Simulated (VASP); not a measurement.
# KI (F-43m) in VASP: notebook

KI is run at these levels: r2SCAN, PBE, PBEsol; tasks: single point, relaxation of cell and atoms.

Everything below comes from runs of VASP 6.6.1. Logs are shortened: lines on timing, memory, paths and dates and some standing lists are left out, and cuts for length are marked.

### Step 1. The cell of the first run

Symmetry: F-43m, No. 216, cubic system. The conventional cell has a = 7.932 Å, b = 7.932 Å, c = 7.932 Å, α = 90.00°, β = 90.00°, γ = 90.00°. K (site symmetry -43m) has 4 I at 3.43 Å within 4.5 Å. Within 4.5 Å of I (site symmetry -43m) lie 4 K at 3.43 Å.

### Step 2. Single point, r2SCAN

Contents of POSCAR:

```
KI
1.0
    0.0000000000      3.9658927787      3.9658927787
    3.9658927787      0.0000000000      3.9658927787
    3.9658927787      3.9658927787      0.0000000000
K I
1 1
Direct
    0.0000000000      0.0000000000      0.0000000000
    0.2500000000      0.2500000000      0.2500000000
```

Contents of INCAR.step1:

```
SYSTEM = KI
ALGO = Normal ; EDIFF = 1E-4
ENCUT = 520 ; GGA = PE
ISMEAR = 0 ; LASPH = .TRUE.
LCHARG = .FALSE. ; LREAL = .FALSE.
LWAVE = .TRUE. ; NBANDS = 15
NELM = 60 ; PREC = Accurate
SIGMA = 0.01
```

Contents of INCAR.step2:

```
SYSTEM = KI
ALGO = Normal ; EDIFF = 1E-7
ENCUT = 520 ; ISIF = 2
ISMEAR = 0 ; ISTART = 1
LASPH = .TRUE. ; LCHARG = .FALSE.
LMIXTAU = .TRUE. ; LREAL = .FALSE.
LWAVE = .FALSE. ; METAGGA = R2SCAN
NBANDS = 15 ; NELM = 60
PREC = Accurate ; SIGMA = 0.01
```

Contents of KPOINTS:

```
k-points
0
G
  6 6 6
  0 0 0
```

Potentials or basis: VASP PAW PBE potentials, release 64 (K_sv, I).

Command:

```bash
$ cat potpaw_PBE.64/K_sv/POTCAR potpaw_PBE.64/I/POTCAR > POTCAR
$ cp INCAR.step1 INCAR
$ mpirun -np 1 vasp_std > vasp.out
$ cp INCAR.step2 INCAR
$ mpirun -np 1 vasp_std > vasp.out
```

OUTCAR:

```text
SYSTEM = KI
   EDIFF = 1E-7
   ENCUT = 520
   ISIF = 2
   ISMEAR = 0
   ISTART = 1
   LASPH = .TRUE.
   LREAL = .FALSE.
   METAGGA = R2SCAN
   NELM = 60
   PREC = Accurate

 ion  position               nearest neighbor table
   1  0.000  0.000  0.000-   2 3.43   2 3.43   2 3.43   2 3.43
   2  0.250  0.250  0.250-   1 3.43   1 3.43   1 3.43   1 3.43

  LATTYP: Found a face centered cubic cell.
 ALAT       =     7.9317855574

  Lattice vectors:

 A1 = (   0.0000000000,   3.9658927787,   3.9658927787)
 A2 = (   3.9658927787,   0.0000000000,   3.9658927787)
 A3 = (   3.9658927787,   3.9658927787,   0.0000000000)

Analysis of symmetry for initial positions (statically):
=====================================================================
 Subroutine PRICEL returns:
 Original cell was already a primitive cell.

 Routine SETGRP: Setting up the symmetry group for a
 face centered cubic supercell.

 Subroutine GETGRP returns: Found 24 space group operations
 (whereof 24 operations were pure point group operations)
 out of a pool of 48 trial point group operations.

The static configuration has the point symmetry T_d .

Analysis of symmetry for dynamics (positions and initial velocities):
=====================================================================
 Subroutine PRICEL returns:
 Original cell was already a primitive cell.

 Routine SETGRP: Setting up the symmetry group for a
 face centered cubic supercell.

 Subroutine GETGRP returns: Found 24 space group operations
 (whereof 24 operations were pure point group operations)
 out of a pool of 48 trial point group operations.

The dynamic configuration has the point symmetry T_d .

 Subroutine INISYM returns: Found 24 space group operations
 (whereof 24 operations are pure point group operations),
 and found     1 'primitive' translations

----------------------------------------------------------------------------------------

                                     Primitive cell

  volume of cell :     124.7535

  direct lattice vectors                    reciprocal lattice vectors
     0.000000000  3.965892779  3.965892779    -0.126075017  0.126075017  0.126075017
     3.965892779  0.000000000  3.965892779     0.126075017 -0.126075017  0.126075017
     3.965892779  3.965892779  0.000000000     0.126075017  0.126075017 -0.126075017

  length of vectors
     5.608619355  5.608619355  5.608619355     0.218368335  0.218368335  0.218368335

  position of ions in fractional coordinates (direct lattice)
     0.000000000  0.000000000  0.000000000
     0.250000000  0.250000000  0.250000000

  ion indices of the primitive-cell ions
   primitive index   ion index
                 1           1
                 2           2

----------------------------------------------------------------------------------------

 KPOINTS: k-points

Automatic generation of k-mesh.
 Grid dimensions read from file:
 generate k-points for:    6    6    6

 Generating k-lattice:

  Cartesian coordinates                     Fractional coordinates (reciprocal lattice)
    -0.021012503  0.021012503  0.021012503     0.166666667  0.000000000  0.000000000
     0.021012503 -0.021012503  0.021012503     0.000000000  0.166666667  0.000000000
     0.021012503  0.021012503 -0.021012503     0.000000000  0.000000000  0.166666667

  Length of vectors
     0.036394723  0.036394723  0.036394723

  Shift w.r.t. Gamma in fractional coordinates (k-lattice)
     0.000000000  0.000000000  0.000000000

 Subroutine IBZKPT returns following result:
 ===========================================

 Found     16 irreducible k-points:

 Following reciprocal coordinates:
            Coordinates               Weight
  0.000000  0.000000  0.000000      1.000000
  0.166667  0.000000  0.000000      8.000000
  0.333333  0.000000  0.000000      8.000000
  0.500000  0.000000  0.000000      4.000000
  0.166667  0.166667  0.000000      6.000000
  0.333333  0.166667  0.000000     24.000000
[... 8 lines left out ...]
 -0.333333  0.333333  0.166667     24.000000
 -0.333333  0.500000  0.166667     12.000000
   k-points           NKPTS =     16   k-points in BZ     NKDIM =     16   number of bands    NBANDS=     15
   number of dos      NEDOS =    301   number of ions     NIONS =      2
   total plane-waves  NPLWV =  74088
   dimension x,y,z NGX =    42 NGY =   42 NGZ =   42
   dimension x,y,z NGXF=    84 NGYF=   84 NGZF=   84
   ions per type =               1   1
   NGX,Y,Z   is equivalent  to a cutoff of  12.45, 12.45, 12.45 a.u.
   NGXF,Y,Z  is equivalent  to a cutoff of  24.90, 24.90, 24.90 a.u.
 SYSTEM =  KI
   PREC   = accura    normal or accurate (medium, high low for compatibility)
   ISTART =      1    job   : 0-new  1-cont  2-samecut
   ICHARG =      0    charge: 1-file 2-atom 10-const
   ISPIN  =      1    spin polarized calculation?
   LNONCOLLINEAR =      F non collinear calculations
   LSORBIT =      F    spin-orbit coupling
   LASPH  =      T    aspherical Exc in radial PAW
   ENCUT  =  520.0 eV  38.22 Ry    6.18 a.u.  10.43 10.43 10.43*2*pi/ulx,y,z
   NELM   =     60;   NELMIN=  2; NELMDL=  0     # of ELM steps
   EDIFF  = 0.1E-06   stopping-criterion for ELM
   LREAL  =      F    real-space projection
   EDIFFG = 0.1E-05   stopping-criterion for IOM
   NSW    =      0    number of steps for IOM
   IBRION =     -1    ionic relax: 0-MD 1-quasi-New 2-CG
   NFREE  =      0    steps in history (QN), initial steepest desc. (CG)
   ISIF   =      2    stress and relaxation
   ISYM   =      2    0-nonsym 1-usesym 2-fastsym
   POTIM  = 0.5000    time-step for ionic-motion
   TEBEG  =    0.0;   TEEND  =   0.0 temperature during run
   PSTRESS=    0.0 pullay stress
   NELECT =      16.0000    total number of electrons
   NUPDOWN=      -1.0000    fix difference up-down
   EMIN   =  10.00;   EMAX   =-10.00  energy-range for DOS
   EFERMI =   0.00;   METHOD = LEGACY
   ISMEAR =     0;   SIGMA  =   0.01  broadening in eV -4-tet -1-fermi 0-gaus
   EFERMI_NEDOS =   21; number of points for ismear=-14 and -15
   IALGO  =     38    algorithm
   IMIX   =      4    mixing-type and parameters
     AMIX     =   0.40;   BMIX     =  1.00
     AMIX_MAG =   1.60;   BMIX_MAG =  1.00
  volume/ion in A,a.u.               =      62.38       420.94
  Fermi-wavevector in a.u.,A,eV,Ry     =   0.825589  1.560137  9.273691  0.681597
  Thomas-Fermi vector in A             =   1.937474
   LORBIT       =      0    0 simple, 1 ext, 2 COOP (PROOUT), +10 PAW based schemes
   METAGGA = R2SCAN    functional components
   LHFCALC =     F    Hartree Fock is set to
   AEXX    =    0.0000 exact exchange contribution
   IVDW    =     0    specifies the selected vdW correction
   LEPSILON=     F    determine dielectric tensor
   LRPA    =     F    only Hartree local field effects (RPA)
 non-spin polarized calculation
 Gauss-broadening in eV      SIGMA  =   0.01
  energy-cutoff  :      520.00
  volume of cell :      124.75
 maximum number of plane-waves:      3386
 NGX is ok and might be reduce to    42
   NGX = 21   NGY = 21   NGZ = 21

 number of electron      16.0000003 magnetization

 Free energy of the ion-electron system (eV)
  ---------------------------------------------------
  ext. energy  EPLUGINS =         0.00000000
  ---------------------------------------------------
  free energy    TOTEN  =       -33.71382411 eV

  energy without entropy =      -33.71382411  energy(sigma->0) =      -33.71382411

 E-fermi :  -2.4541     XC(G=0):  -5.9645

 val. band max:       -2.5083350162   @ k =  -0.1667   0.1667   0.0000
 cond. band min:       1.9602379594   @ k =   0.0000   0.0000   0.0000
 fundamental gap:      4.4685729756
 Fermi energy:        -2.4541008085

 k-point     1 :       0.0000    0.0000    0.0000
  band No.  band energies     occupation
      1     -32.1477      2.00000
      2     -14.8669      2.00000
      3     -14.8669      2.00000
      4     -14.8669      2.00000
      5     -12.8250      2.00000
      6      -2.5110      2.00000
      7      -2.5110      2.00000
      8      -2.5110      2.00000
      9       1.9602      0.00000
     10       5.6837      0.00000
     11       5.6837      0.00000
     12       6.3117      0.00000
     13       6.3117      0.00000
     14       6.3117      0.00000
     15       7.3954      0.00000

 k-point     2 :       0.1667    0.0000    0.0000
  band No.  band energies     occupation
      1     -32.1476      2.00000
      2     -14.8820      2.00000
      3     -14.8677      2.00000
      4     -14.8677      2.00000
      5     -12.7989      2.00000
      6      -2.6440      2.00000
      7      -2.5128      2.00000
      8      -2.5128      2.00000
      9       2.3616      0.00000
     10       5.4298      0.00000
     11       5.4299      0.00000
     12       5.9229      0.00000
     13       6.6518      0.00000
     14       6.6518      0.00000
     15       6.8097      0.00000

 k-point     3 :       0.3333    0.0000    0.0000
  band No.  band energies     occupation
      1     -32.1473      2.00000
      2     -14.9111      2.00000
      3     -14.8692      2.00000
      4     -14.8692      2.00000
      5     -12.7480      2.00000
      6      -2.8678      2.00000
      7      -2.5167      2.00000
      8      -2.5167      2.00000
      9       3.2083      0.00000
     10       5.0630      0.00000
     11       5.2400      0.00000
     12       5.2400      0.00000
     13       6.6617      0.00000
     14       6.7438      0.00000
     15       6.7438      0.00000

 k-point     4 :       0.5000    0.0000    0.0000
  band No.  band energies     occupation
      1     -32.1472      2.00000
      2     -14.9251      2.00000
      3     -14.8700      2.00000
      4     -14.8700      2.00000
      5     -12.7231      2.00000
      6      -2.9641      2.00000
      7      -2.5189      2.00000
      8      -2.5189      2.00000
      9       3.7792      0.00000
     10       4.4576      0.00000
     11       5.2040      0.00000
     12       5.2040      0.00000
     13       6.6746      0.00000
     14       6.6746      0.00000
     15       7.3447      0.00000
[... 163 lines left out ...]
 k-point    14 :       0.5000    0.3333    0.1667
  band No.  band energies     occupation
      1     -32.1472      2.00000
      2     -14.9242      2.00000
      3     -14.8746      2.00000
      4     -14.8716      2.00000
      5     -12.7147      2.00000
      6      -2.8615      2.00000
      7      -2.6406      2.00000
      8      -2.5434      2.00000
      9       3.5628      0.00000
     10       4.4589      0.00000
     11       5.1436      0.00000
     12       5.7851      0.00000
     13       6.6610      0.00000
     14       7.1108      0.00000
     15       7.3385      0.00000

 k-point    15 :      -0.3333    0.3333    0.1667
  band No.  band energies     occupation
      1     -32.1471      2.00000
      2     -14.9317      2.00000
      3     -14.8763      2.00000
      4     -14.8726      2.00000
      5     -12.6983      2.00000
      6      -2.8438      2.00000
      7      -2.7163      2.00000
      8      -2.5549      2.00000
      9       3.6744      0.00000
     10       4.4351      0.00000
     11       5.2315      0.00000
     12       5.8863      0.00000
     13       6.5069      0.00000
     14       7.2542      0.00000
     15       7.4198      0.00000

 k-point    16 :      -0.3333    0.5000    0.1667
  band No.  band energies     occupation
      1     -32.1471      2.00000
      2     -14.9355      2.00000
      3     -14.8760      2.00000
      4     -14.8742      2.00000
      5     -12.6902      2.00000
      6      -2.8848      2.00000
      7      -2.6770      2.00000
      8      -2.5786      2.00000
      9       3.4128      0.00000
     10       4.4639      0.00000
     11       5.8464      0.00000
     12       5.9214      0.00000
     13       6.6364      0.00000
     14       7.1020      0.00000
     15       7.3753      0.00000

------------------------ aborting loop because EDIFF is reached ----------------------------------------

  FORCE on cell =-STRESS in cart. coord.  units (eV):
  Direction    XX          YY          ZZ          XY          YZ          ZX
  --------------------------------------------------------------------------------------
  -------------------------------------------------------------------------------------
  Total        0.0024814      0.0024814      0.0024814      0.0000000      0.0000000     -0.0000000
  in kB        0.0318681      0.0318681      0.0318681      0.0000000      0.0000000     -0.0000000
  external PRESSURE =       0.0318681 kB  Pullay stress =       0.0000000 kB

 VOLUME and BASIS-vectors are now :
 -----------------------------------------------------------------------------
  energy-cutoff  :      520.00
  volume of cell :      124.75
      direct lattice vectors                 reciprocal lattice vectors
     0.000000000  3.965892779  3.965892779    -0.126075017  0.126075017  0.126075017
     3.965892779  0.000000000  3.965892779     0.126075017 -0.126075017  0.126075017
     3.965892779  3.965892779  0.000000000     0.126075017  0.126075017 -0.126075017

 POSITION                                       TOTAL-FORCE (eV/Angst)
 -----------------------------------------------------------------------------------
      0.00000      0.00000      0.00000         0.000000      0.000000      0.000000
      1.98295      1.98295      1.98295        -0.000000     -0.000000     -0.000000
 -----------------------------------------------------------------------------------
    total drift:                               -0.000000     -0.000000     -0.000000

  FREE ENERGIE OF THE ION-ELECTRON SYSTEM (eV)
  ---------------------------------------------------
  free  energy   TOTEN  =       -33.7138241057 eV

  energy  without entropy=      -33.7138241057  energy(sigma->0) =      -33.71382411
```

Wall time 67 s (1 thread of Intel Xeon 6975P-C (Granite Rapids), shared host); peak memory 0.29 GiB.

Results:

```yaml
Free_energy: -33.7138 eV
Pressure: 0.0 GPa
Band_gap_on_the_k_mesh: 4.47 eV
```

Levels at points of the mesh, in eV from the valence-band top:
| k point | band 6 | band 7 | band 8 | band 9 | band 10 | band 11 |
| --- | --- | --- | --- | --- | --- | --- |
| (0.00, 0.00, 0.00) | 0.00 | 0.00 | 0.00 | 4.47 | 8.19 | 8.19 |
| (0.50, 0.00, 0.00) | -0.46 | -0.01 | -0.01 | 6.29 | 6.97 | 7.71 |
| (0.50, 0.50, 0.00) | -0.47 | -0.06 | -0.06 | 5.69 | 6.84 | 8.73 |

Caveat: the PAW data sets were made with another functional, which shifts forces and pressure a little; spin-orbit coupling is left out, which moves the levels of the heavy elements. A k mesh can miss the band edges.

(Part 1 of 2 ends here.)
